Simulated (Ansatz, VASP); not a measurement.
# One calculation of Sb2W, two programs

```xyz
3
Lattice="3.4687 0.0000 0.0000 -1.7343 3.0040 0.0000 0.0000 0.0000 6.6886" Properties=species:S:1:pos:R:3 pbc="T T T"
W     0.0000    0.0000    0.0000
Sb    0.0000    2.0026    1.9103
Sb    1.7343    1.0013    4.7783
```

Alike in both runs: functional PBE; k mesh 12 × 12 × 7; occupations fermi-dirac, width 0.05 eV; no spin polarisation.

Ansatz relaxed the structure, and its values are those at the end. VASP's run is a single point on that final structure, the one shown.

|  | VASP | Ansatz |
| --- | --- | --- |
| version | VASP 6.6.1 | Ansatz 0.2.0 |
| potentials or method | VASP PAW PBE potentials, release 64 (W_sv, Sb) | PAW with Ansatz's default frozen-core files, scalar-relativistic |
| plane-wave cutoff (eV) | 520 | 420 |
| valence electrons in the cell | 24 | 44 |

Ansatz gave:

| Property | Result |
| --- | --- |
| pressure (GPa) | 0.0 |
| rms of the force components (eV/Å) | 0.001 |

What did VASP give for the same quantities?

Pressure (GPa): -0.1; rms of the force components (eV/Å): 0.007.

With one functional, cell and mesh, what is left measures potentials, basis and numerics. VASP's potentials hold 24 valence electrons a cell and Ansatz's 44, so a difference there can come from the potentials and not from the codes.

Spin-orbit coupling is off throughout.
